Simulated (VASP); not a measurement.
# Sc2GaN3 (R-3m) in VASP: single point with PBE

Aim: the single point of Sc2GaN3 with PBE.

Everything below comes from runs of VASP 6.6.1. Logs are shortened: lines on timing, memory, paths and dates and some standing lists are left out, and cuts for length are marked.

### 1 The cell of the first run

Symmetry: R-3m, No. 166, trigonal system. The conventional cell has a = 3.323 Å, b = 3.323 Å, c = 24.792 Å, α = 90.00°, β = 90.00°, γ = 120.00°. Sc (site symmetry 3m) has 6 N at 2.20 to 2.32 Å within 2.9 Å. Within 2.3 Å of Ga (site symmetry -3m) lie 2 N at 1.76 Å. Within 2.3 Å of N (site symmetry 3m) lie 1 Ga at 1.76 Å and 3 Sc at 2.20 Å. Within 3.1 Å of N (site symmetry -3m) lie 6 Sc at 2.32 Å and 6 N at 3.05 Å.

The cell was built from a structure type or drawn by symmetry, and may not be a known phase.

### 2 Single point, PBE

INCAR

```
SYSTEM = Sc2GaN3
PREC = Accurate
ENCUT = 600
EDIFF = 1E-6
ISMEAR = 0
SIGMA = 0.15
LREAL = .FALSE.
LASPH = .TRUE.
NELM = 120
ALGO = Normal
ISIF = 2
LWAVE = .FALSE.
LCHARG = .FALSE.
GGA = PE
NBANDS = 34
GGA_COMPAT = .FALSE.
```

KPOINTS

```
Automatic mesh
0
G
  3 3 3
  0 0 0
```

POSCAR

```
Sc2GaN3
1.0
    1.6615887548      0.9593187124      8.2640370653
   -1.6615887548      0.9593187124      8.2640370653
    0.0000000000     -1.9186374321      8.2640370645
Sc Ga N
2 1 3
Direct
    0.2810282134      0.2810282134      0.2810282134
    0.7189717866      0.7189717866      0.7189717866
    0.5000000000      0.5000000000      0.5000000000
    0.4291245262      0.4291245262      0.4291245262
    0.5708754738      0.5708754738      0.5708754738
    0.0000000000      0.0000000000      0.0000000000
```

Potentials or basis: VASP PAW PBE potentials, release 64 (Sc_sv, Ga_d, N).

The run is started by

```sh
> cat potpaw_PBE.64/Sc_sv/POTCAR potpaw_PBE.64/Ga_d/POTCAR potpaw_PBE.64/N/POTCAR > POTCAR
> mpirun -np 1 vasp_std > vasp.out
```

OUTCAR:

```text
SYSTEM = Sc2GaN3
   PREC = Accurate
   ENCUT = 600
   EDIFF = 1E-6
   ISMEAR = 0
   LREAL = .FALSE.
   LASPH = .TRUE.
   NELM = 120
   ISIF = 2
   GGA = PE

 ion  position               nearest neighbor table
   1  0.281  0.281  0.281-   5 2.20   5 2.20   5 2.20   6 2.32   6 2.32   6 2.32   2 3.23   2 3.23
                             2 3.23
   2  0.719  0.719  0.719-   4 2.20   4 2.20   4 2.20   6 2.32   6 2.32   6 2.32   1 3.23   1 3.23
                             1 3.23
   3  0.500  0.500  0.500-   4 1.76   5 1.76
   4  0.429  0.429  0.429-   3 1.76   2 2.20   2 2.20   2 2.20
   5  0.571  0.571  0.571-   3 1.76   1 2.20   1 2.20   1 2.20
   6  0.000  0.000  0.000-   2 2.32   1 2.32   2 2.32   2 2.32   1 2.32   1 2.32

  LATTYP: Found a trigonal (rhomboedric) cell.
 ALAT       =     8.4838362902
 COS(alpha) =     0.9232828386

  Lattice vectors:

 A1 = (   1.6615887548,   0.9593187124,   8.2640370653)
 A2 = (  -1.6615887548,   0.9593187124,   8.2640370653)
 A3 = (   0.0000000000,  -1.9186374321,   8.2640370645)

Analysis of symmetry for initial positions (statically):
=====================================================================
 Subroutine PRICEL returns:
 Original cell was already a primitive cell.

 Routine SETGRP: Setting up the symmetry group for a
 trigonal (rhombohedral) supercell.

 Subroutine GETGRP returns: Found 12 space group operations
 (whereof 12 operations were pure point group operations)
 out of a pool of 12 trial point group operations.

The static configuration has the point symmetry D_3d.

Analysis of symmetry for dynamics (positions and initial velocities):
=====================================================================
 Subroutine PRICEL returns:
 Original cell was already a primitive cell.

 Routine SETGRP: Setting up the symmetry group for a
 trigonal (rhombohedral) supercell.

 Subroutine GETGRP returns: Found 12 space group operations
 (whereof 12 operations were pure point group operations)
 out of a pool of 12 trial point group operations.

The dynamic configuration has the point symmetry D_3d.

 Subroutine INISYM returns: Found 12 space group operations
 (whereof 12 operations are pure point group operations),
 and found     1 'primitive' translations

----------------------------------------------------------------------------------------

                                     Primitive cell

  volume of cell :      79.0369

  direct lattice vectors                    reciprocal lattice vectors
     1.661588755  0.959318712  8.264037065     0.300916817  0.173734406  0.040335411
    -1.661588755  0.959318712  8.264037065    -0.300916817  0.173734406  0.040335411
     0.000000000 -1.918637432  8.264037065     0.000000000 -0.347468811  0.040335411

  length of vectors
     8.483836290  8.483836290  8.483836290     0.349802116  0.349802116  0.349802116

  position of ions in fractional coordinates (direct lattice)
     0.281028213  0.281028213  0.281028213
     0.718971787  0.718971787  0.718971787
     0.500000000  0.500000000  0.500000000
     0.429124526  0.429124526  0.429124526
     0.570875474  0.570875474  0.570875474
     0.000000000  0.000000000  0.000000000

  ion indices of the primitive-cell ions
   primitive index   ion index
                 1           1
                 2           2
                 3           3
                 4           4
                 5           5
                 6           6

----------------------------------------------------------------------------------------

 KPOINTS: Automatic mesh

Automatic generation of k-mesh.
 Grid dimensions read from file:
 generate k-points for:    3    3    3

 Generating k-lattice:

  Cartesian coordinates                     Fractional coordinates (reciprocal lattice)
     0.100305606  0.057911469  0.013445137     0.333333333  0.000000000  0.000000000
    -0.100305606  0.057911469  0.013445137     0.000000000  0.333333333  0.000000000
     0.000000000 -0.115822937  0.013445137     0.000000000  0.000000000  0.333333333

  Length of vectors
     0.116600705  0.116600705  0.116600705

  Shift w.r.t. Gamma in fractional coordinates (k-lattice)
     0.000000000  0.000000000  0.000000000

 Subroutine IBZKPT returns following result:
 ===========================================

 Found      6 irreducible k-points:

 Following reciprocal coordinates:
            Coordinates               Weight
  0.000000  0.000000  0.000000      1.000000
  0.333333 -0.000000  0.000000      6.000000
  0.333333  0.333333  0.000000      6.000000
 -0.333333  0.333333  0.000000      6.000000
  0.333333  0.333333  0.333333      2.000000
 -0.333333  0.333333  0.333333      6.000000
   k-points           NKPTS =      6   k-points in BZ     NKDIM =      6   number of bands    NBANDS=     34
   number of dos      NEDOS =    301   number of ions     NIONS =      6
   total plane-waves  NPLWV = 343000
   dimension x,y,z NGX =    70 NGY =   70 NGZ =   70
   dimension x,y,z NGXF=   140 NGYF=  140 NGZF=  140
   ions per type =               2   1   3
   NGX,Y,Z   is equivalent  to a cutoff of  13.72, 13.72, 13.72 a.u.
   NGXF,Y,Z  is equivalent  to a cutoff of  27.43, 27.43, 27.43 a.u.
 SYSTEM =  Sc2GaN3
   PREC   = accura    normal or accurate (medium, high low for compatibility)
   ISTART =      0    job   : 0-new  1-cont  2-samecut
   ICHARG =      2    charge: 1-file 2-atom 10-const
   ISPIN  =      1    spin polarized calculation?
   LNONCOLLINEAR =      F non collinear calculations
   LSORBIT =      F    spin-orbit coupling
   LASPH  =      T    aspherical Exc in radial PAW
   ENCUT  =  600.0 eV  44.10 Ry    6.64 a.u.  16.94 16.94 16.94*2*pi/ulx,y,z
   NELM   =    120;   NELMIN=  2; NELMDL= -5     # of ELM steps
   EDIFF  = 0.1E-05   stopping-criterion for ELM
   LREAL  =      F    real-space projection
   EDIFFG = 0.1E-04   stopping-criterion for IOM
   NSW    =      0    number of steps for IOM
   IBRION =     -1    ionic relax: 0-MD 1-quasi-New 2-CG
   NFREE  =      0    steps in history (QN), initial steepest desc. (CG)
   ISIF   =      2    stress and relaxation
   ISYM   =      2    0-nonsym 1-usesym 2-fastsym
   POTIM  = 0.5000    time-step for ionic-motion
   TEBEG  =    0.0;   TEEND  =   0.0 temperature during run
   PSTRESS=    0.0 pullay stress
   NELECT =      50.0000    total number of electrons
   NUPDOWN=      -1.0000    fix difference up-down
   EMIN   =  10.00;   EMAX   =-10.00  energy-range for DOS
   EFERMI =   0.00;   METHOD = LEGACY
   ISMEAR =     0;   SIGMA  =   0.15  broadening in eV -4-tet -1-fermi 0-gaus
   EFERMI_NEDOS =   21; number of points for ismear=-14 and -15
   IALGO  =     38    algorithm
   IMIX   =      4    mixing-type and parameters
     AMIX     =   0.40;   BMIX     =  1.00
     AMIX_MAG =   1.60;   BMIX_MAG =  1.00
  volume/ion in A,a.u.               =      13.17        88.89
  Fermi-wavevector in a.u.,A,eV,Ry     =   1.405362  2.655749 26.872079  1.975042
  Thomas-Fermi vector in A             =   2.527831
   LORBIT       =      0    0 simple, 1 ext, 2 COOP (PROOUT), +10 PAW based schemes
   GGA     = PE    functional components
   LHFCALC =     F    Hartree Fock is set to
   AEXX    =    0.0000 exact exchange contribution
   IVDW    =     0    specifies the selected vdW correction
   LEPSILON=     F    determine dielectric tensor
   LRPA    =     F    only Hartree local field effects (RPA)
 non-spin polarized calculation
 Gauss-broadening in eV      SIGMA  =   0.15
  energy-cutoff  :      600.00
  volume of cell :       79.04
 maximum number of plane-waves:      2667
 NGX is ok and might be reduce to    70
   NGX = 33   NGY = 33   NGZ = 33

 number of electron      50.0000003 magnetization

 Free energy of the ion-electron system (eV)
  ---------------------------------------------------
  ext. energy  EPLUGINS =         0.00000000
  ---------------------------------------------------
  free energy    TOTEN  =       -46.74119156 eV

  energy without entropy =      -46.74113555  energy(sigma->0) =      -46.74116356

 E-fermi :   4.9445     XC(G=0): -11.0149

 val. band max:        4.5735078886   @ k =   0.3333   0.3333   0.3333
 cond. band min:       5.3268318142   @ k =   0.3333   0.3333   0.0000
 fundamental gap:      0.7533239256
 Fermi energy:         4.9445117530

 k-point     1 :       0.0000    0.0000    0.0000
  band No.  band energies     occupation
      1     -43.8561      2.00000
      2     -43.8183      2.00000
      3     -22.7066      2.00000
      4     -22.4479      2.00000
      5     -22.3230      2.00000
      6     -22.3230      2.00000
[... 26 lines left out ...]
     33       9.9222      0.00000
     34       9.9222      0.00000

 k-point     2 :       0.3333   -0.0000    0.0000
  band No.  band energies     occupation
      1     -43.8200      2.00000
      2     -43.7984      2.00000
      3     -22.6473      2.00000
      4     -22.6049      2.00000
      5     -22.5170      2.00000
      6     -22.4117      2.00000
[... 26 lines left out ...]
     33       9.6390      0.00000
     34       9.7029      0.00000

 k-point     3 :       0.3333    0.3333    0.0000
  band No.  band energies     occupation
      1     -43.8200      2.00000
      2     -43.7984      2.00000
      3     -22.6474      2.00000
      4     -22.6052      2.00000
      5     -22.5165      2.00000
      6     -22.4118      2.00000
[... 26 lines left out ...]
     33       9.6115      0.00000
     34       9.6654      0.00000

 k-point     4 :      -0.3333    0.3333    0.0000
  band No.  band energies     occupation
      1     -43.7952      2.00000
      2     -43.7952      2.00000
      3     -22.6068      2.00000
      4     -22.6064      2.00000
      5     -22.5875      2.00000
      6     -22.4767      2.00000
[... 26 lines left out ...]
     33       9.3464      0.00000
     34       9.8932      0.00000

 k-point     5 :       0.3333    0.3333    0.3333
  band No.  band energies     occupation
      1     -43.8561      2.00000
      2     -43.8183      2.00000
      3     -22.7057      2.00000
      4     -22.4489      2.00000
      5     -22.3230      2.00000
      6     -22.3230      2.00000
[... 26 lines left out ...]
     33       9.5969      0.00000
     34       9.5971      0.00000

 k-point     6 :      -0.3333    0.3333    0.3333
  band No.  band energies     occupation
      1     -43.8200      2.00000
      2     -43.7984      2.00000
      3     -22.6475      2.00000
      4     -22.6052      2.00000
      5     -22.5164      2.00000
      6     -22.4118      2.00000
[... 26 lines left out ...]
     33       9.6974      0.00000
     34      10.1164      0.00000

------------------------ aborting loop because EDIFF is reached ----------------------------------------

  FORCE on cell =-STRESS in cart. coord.  units (eV):
  Direction    XX          YY          ZZ          XY          YZ          ZX
  --------------------------------------------------------------------------------------
  -------------------------------------------------------------------------------------
  Total        0.2034647      0.2034647      0.1978026      0.0000000     -0.0000000      0.0000000
  in kB        4.1244845      4.1244845      4.0097059      0.0000000     -0.0000000      0.0000000
  external PRESSURE =       4.0862250 kB  Pullay stress =       0.0000000 kB

 VOLUME and BASIS-vectors are now :
 -----------------------------------------------------------------------------
  energy-cutoff  :      600.00
  volume of cell :       79.04
      direct lattice vectors                 reciprocal lattice vectors
     1.661588755  0.959318712  8.264037065     0.300916817  0.173734406  0.040335411
    -1.661588755  0.959318712  8.264037065    -0.300916817  0.173734406  0.040335411
     0.000000000 -1.918637432  8.264037065     0.000000000 -0.347468811  0.040335411

 POSITION                                       TOTAL-FORCE (eV/Angst)
 -----------------------------------------------------------------------------------
      0.00000     -0.00000      6.96728         0.000000     -0.000000      0.021619
      0.00000     -0.00000     17.82483         0.000000      0.000000     -0.021619
      0.00000     -0.00000     12.39606        -0.000000     -0.000000      0.000000
      0.00000     -0.00000     10.63890         0.000000     -0.000000      0.126611
      0.00000     -0.00000     14.15321         0.000000      0.000000     -0.126611
      0.00000      0.00000      0.00000         0.000000      0.000000      0.000000
 -----------------------------------------------------------------------------------
    total drift:                                0.000000     -0.000000      0.000000

  FREE ENERGIE OF THE ION-ELECTRON SYSTEM (eV)
  ---------------------------------------------------
  free  energy   TOTEN  =       -46.7411915609 eV

  energy  without entropy=      -46.7411355492  energy(sigma->0) =      -46.74116356
```

Run time: 1.7 min. Hardware: 1 thread of Intel Xeon 6975P-C (Granite Rapids), shared host; peak memory 0.63 GiB.

What came out:

* Free energy: -46.7412 eV
* Pressure: 0.4 GPa
* Largest force: 0.127 eV/Å
* Band gap on the k mesh: 0.75 eV (least direct gap 1.28 eV)

Forces in eV/Å, atoms in the order of the input:
```
Sc   0.000  0.000  0.022
Sc   0.000  0.000 -0.022
Ga   0.000  0.000  0.000
N    0.000  0.000  0.127
N    0.000  0.000 -0.127
N    0.000  0.000  0.000
```

Caveat: the k points lie up to 0.73 Å⁻¹ apart; an odd mesh through Γ misses points on the zone boundary, where band edges can lie.
